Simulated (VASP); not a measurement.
# BaTiO3 (Amm2) in VASP: notebook, part 2 of 2

VASP 6.6.1. Earlier steps stand in the parts before.

## 3. Single point, PBE

This run uses another cell than the first one, of 13.39 Å³/atom.

INCAR reads:

```
  PREC = Accurate
  ENCUT = 520
  EDIFF = 1E-6
  ISMEAR = -1
  SIGMA = 0.02
  LREAL = F
  LASPH = T
  NELM = 80
  ALGO = Normal
  ISIF = 2
  LWAVE = F
  LCHARG = F
  GGA = PE
  NBANDS = 28
```

KPOINTS reads:

```
Automatic mesh
0
Gamma
  6 6 6
```

POSCAR reads:

```
BaTiO3
1.0
    3.9726372491      0.0000000000      0.0000000000
    0.0000000000      2.8903542868      2.9158685419
    0.0000000000     -2.8903542868      2.9158685419
Ba Ti O
1 1 3
Direct
    0.0000000000      0.0117178196      0.0117178196
    0.5000000000      0.5279341930      0.5279341930
    0.0000000000      0.4874475652      0.4874475652
    0.5000000000      0.4932581923      0.9765222300
    0.5000000000      0.9765222300      0.4932581923
```

Potentials or basis: VASP PAW PBE potentials, release 64 (Ba_sv, Ti_sv, O).

Launch:

```console
$ cat potpaw_PBE.64/Ba_sv/POTCAR potpaw_PBE.64/Ti_sv/POTCAR potpaw_PBE.64/O/POTCAR > POTCAR
$ mpirun -np 1 vasp_std > vasp.out
```

OUTCAR:

```text
PREC = Accurate
   ENCUT = 520
   EDIFF = 1E-6
   ISMEAR = -1
   LREAL = F
   LASPH = T
   NELM = 80
   ISIF = 2
   GGA = PE

 ion  position               nearest neighbor table
   1  0.000  0.012  0.012-   3 2.77   4 2.81   5 2.81   4 2.81   5 2.81   3 2.89   3 2.89   5 2.92
                             4 2.92   5 2.92   4 2.92   3 3.06   2 3.45   2 3.45   2 3.51   2 3.51
   2  0.500  0.528  0.528-   4 1.85   5 1.85   3 2.00   3 2.00   5 2.27   4 2.27   1 3.45   1 3.45
                             1 3.51   1 3.51   1 3.51   1 3.51   1 3.61   1 3.61
   3  0.000  0.487  0.487-   2 2.00   2 2.00   1 2.77   1 2.89   1 2.89   1 3.06
   4  0.500  0.493  0.977-   2 1.85   2 2.27   1 2.81   1 2.81   1 2.92   1 2.92
   5  0.500  0.977  0.493-   2 1.85   2 2.27   1 2.81   1 2.81   1 2.92   1 2.92

  LATTYP: Found a base centered orthorhombic cell.
 ALAT       =     5.7807085736
 B/A-ratio  =     1.0088273798
 C/A-ratio  =     0.6872232354

  Lattice vectors:

 A1 = (   0.0000000000,   2.8903542868,  -2.9158685419)
 A2 = (   0.0000000000,   2.8903542868,   2.9158685419)
 A3 = (   3.9726372491,   0.0000000000,   0.0000000000)

Analysis of symmetry for initial positions (statically):
=====================================================================
 Subroutine PRICEL returns:
 Original cell was already a primitive cell.

 Routine SETGRP: Setting up the symmetry group for a
 base centered orthorhombic supercell.

 Subroutine GETGRP returns: Found  4 space group operations
 (whereof  4 operations were pure point group operations)
 out of a pool of  8 trial point group operations.

The static configuration has the point symmetry C_2v.

Analysis of symmetry for dynamics (positions and initial velocities):
=====================================================================
 Subroutine PRICEL returns:
 Original cell was already a primitive cell.
[... 131 lines left out ...]
   IALGO  =     38    algorithm
   IMIX   =      4    mixing-type and parameters
     AMIX     =   0.40;   BMIX     =  1.00
     AMIX_MAG =   1.60;   BMIX_MAG =  1.00
  volume/ion in A,a.u.               =      13.39        90.38
  Fermi-wavevector in a.u.,A,eV,Ry     =   1.378750  2.605460 25.864015  1.900952
  Thomas-Fermi vector in A             =   2.503783
   LORBIT       =      0    0 simple, 1 ext, 2 COOP (PROOUT), +10 PAW based schemes
   GGA     = PE    functional components
   LHFCALC =     F    Hartree Fock is set to
   AEXX    =    0.0000 exact exchange contribution
   IVDW    =     0    specifies the selected vdW correction
   LEPSILON=     F    determine dielectric tensor
   LRPA    =     F    only Hartree local field effects (RPA)
 non-spin polarized calculation
  energy-cutoff  :      520.00
  volume of cell :       66.96
 maximum number of plane-waves:      1823
 NGX is ok and might be reduce to    30
   NGX = 15   NGY = 15   NGZ = 15

 number of electron      39.9999986 magnetization

 Free energy of the ion-electron system (eV)
  ---------------------------------------------------
  ext. energy  EPLUGINS =         0.00000000
  ---------------------------------------------------
  free energy    TOTEN  =       -40.05262918 eV

  energy without entropy =      -40.05262918  energy(sigma->0) =      -40.05262918

 E-fermi :   4.0226     XC(G=0): -11.0029

 val. band max:        3.5016867395   @ k =   0.5000   0.5000   0.5000
 cond. band min:       5.8498000814   @ k =   0.0000   0.0000   0.0000
 fundamental gap:      2.3481133419
 Fermi energy:         4.0226169580

 k-point     1 :       0.0000    0.0000    0.0000
  band No.  band energies     occupation
      1     -52.8738      2.00000
      2     -29.1559      2.00000
      3     -29.1544      2.00000
      4     -29.0702      2.00000
      5     -21.4811      2.00000
      6     -13.2825      2.00000
[... 733 lines left out ...]
     27      11.4836      0.00000
     28      11.8396      0.00000

 [... further k-points ...]

------------------------ aborting loop because EDIFF is reached ----------------------------------------

  FORCE on cell =-STRESS in cart. coord.  units (eV):
  Direction    XX          YY          ZZ          XY          YZ          ZX
  --------------------------------------------------------------------------------------
  -------------------------------------------------------------------------------------
  Total        0.6353150      0.6842811      0.6513559      0.0000000      0.0000000      0.0000000
  in kB       15.2009862     16.3725842     15.5847912      0.0000000      0.0000000      0.0000000
  external PRESSURE =      15.7194539 kB  Pullay stress =       0.0000000 kB

 VOLUME and BASIS-vectors are now :
 -----------------------------------------------------------------------------
  energy-cutoff  :      520.00
  volume of cell :       66.96
      direct lattice vectors                 reciprocal lattice vectors
     3.972637249  0.000000000  0.000000000     0.251721951  0.000000000  0.000000000
     0.000000000  2.890354287  2.915868542     0.000000000  0.172989174  0.171475494
     0.000000000 -2.890354287  2.915868542     0.000000000 -0.172989174  0.171475494

 POSITION                                       TOTAL-FORCE (eV/Angst)
 -----------------------------------------------------------------------------------
      0.00000      0.00000      0.06834         0.000000      0.000000     -0.046025
      1.98632      0.00000      3.07877         0.000000      0.000000     -0.092342
      0.00000      0.00000      2.84267         0.000000      0.000000      0.021086
      1.98632     -1.39680      4.28569         0.000000     -0.034709      0.058640
      1.98632      1.39680      4.28569         0.000000      0.034709      0.058640
 -----------------------------------------------------------------------------------
    total drift:                                0.000000      0.000000      0.000073

  FREE ENERGIE OF THE ION-ELECTRON SYSTEM (eV)
  ---------------------------------------------------
  free  energy   TOTEN  =       -40.0526291752 eV

  energy  without entropy=      -40.0526291752  energy(sigma->0) =      -40.05262918
```

stdout:

```text
POSCAR found type information on POSCAR BaTiO
 POSCAR found :  3 types and       5 ions
 scaLAPACK will be used
 LDA part: xc-table for (Slater+PW92), standard interpolation
 POSCAR, INCAR and KPOINTS ok, starting setup
 FFT: planning ... GRIDC
 FFT: planning ... GRID_SOFT
 FFT: planning ... GRID
 WAVECAR not read
 entering main loop
```

Wall time 76 s (1 thread of Intel Xeon Platinum 8375C at 2.90GHz (Ice Lake), shared host); peak memory 0.24 GiB.

What came out:

```yaml
Free_energy: -40.0526 eV
Pressure: 1.6 GPa
Largest_force: 0.092 eV/Å
Band_gap_on_the_k_mesh: 2.35 eV (least direct gap 2.89 eV)
```

Forces in eV/Å, atoms in the order of the input:
```
Ba   0.000  0.000 -0.046
Ti   0.000  0.000 -0.092
O    0.000  0.000  0.021
O    0.000 -0.035  0.059
O    0.000  0.035  0.059
```

Caveat: spin-orbit coupling is left out, which moves the levels of the heavy elements. A k mesh can miss the band edges.
